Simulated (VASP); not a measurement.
A run of VASP 6.6.1:

INCAR

```
  PREC = Accurate
  ENCUT = 520
  EDIFF = 1E-6
  ISMEAR = 0
  SIGMA = 0.1
  LREAL = F
  LASPH = T
  NELM = 60
  ALGO = Fast
  ISIF = 2
  LWAVE = F
  LCHARG = T
  GGA = PE
  LELF = T
  LVHAR = T
  NBANDS = 13
```

KPOINTS

```
regular mesh
0
Gamma
  14 14 14
```

File POSCAR:

```
Pb
1.0
    0.0000000000      2.5194292547      2.5194292547
    2.5194292547      0.0000000000      2.5194292547
    2.5194292547      2.5194292547      0.0000000000
Pb
1
Direct
    0.0000000000      0.0000000000      0.0000000000
```

Potentials or basis: VASP PAW PBE potentials, release 64 (Pb_d).

Run with:

```sh
$ cat potpaw_PBE.64/Pb_d/POTCAR > POTCAR
$ mpirun -np 1 vasp_std > vasp.out
```

Hardware: 1 thread of AMD EPYC 7R43 64-Core Processor (Zen 3) (shared host).

Question: Estimate the wall time of this run.

Answer: Wall time 93 s on 1 thread of AMD EPYC 7R43 64-Core Processor (Zen 3), with other jobs on the host, peak memory 0.14 GiB. Counts: scf iterations 12, k points 104.
